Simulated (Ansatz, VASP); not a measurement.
**Two plane-wave programs on Al3InAs4**

```
Al In As
1.0
     6.02386    0.00000    0.00000
     0.00000    6.02386    0.00000
     0.00000    0.00000    6.02386
Al In As
3 1 4
Direct
  0.50000 0.00000 0.00000
  0.00000 0.00000 0.50000
  0.00000 0.50000 0.00000
  0.50000 0.50000 0.50000
  0.76020 0.23980 0.76020
  0.76020 0.76020 0.23980
  0.23980 0.23980 0.23980
  0.23980 0.76020 0.76020
```

Alike in both runs: functional PBE; k mesh 6 × 6 × 6; occupations gaussian, width 0.02 eV; no spin polarisation.

Ansatz relaxed the structure, and its values are those at the end. VASP's run is a single point on that final structure, the one shown.

|  | VASP | Ansatz |
| --- | --- | --- |
| version | VASP 6.6.1 | Ansatz 0.2.0 |
| potentials or method | VASP PAW PBE potentials, release 64 (Al, In_d, As), cutoff 520 eV | scalar-relativistic, plane waves, PAW |
| valence electrons in the cell | 42 | 82 |

VASP gave:

```
gap on the k mesh at the Fermi level (eV) : 0.51
least direct gap on the mesh (eV)         : 0.51
pressure (GPa)                            : -4.7
```

Which values does Ansatz return?

gap on the k mesh at the Fermi level (eV): 0.51; least direct gap on the mesh (eV): 0.51; pressure (GPa): -4.8.

VASP's potentials hold 42 valence electrons a cell and Ansatz's 82, so a difference there can come from the potentials and not from the codes. Ansatz's warnings: stress scf threshold loose.
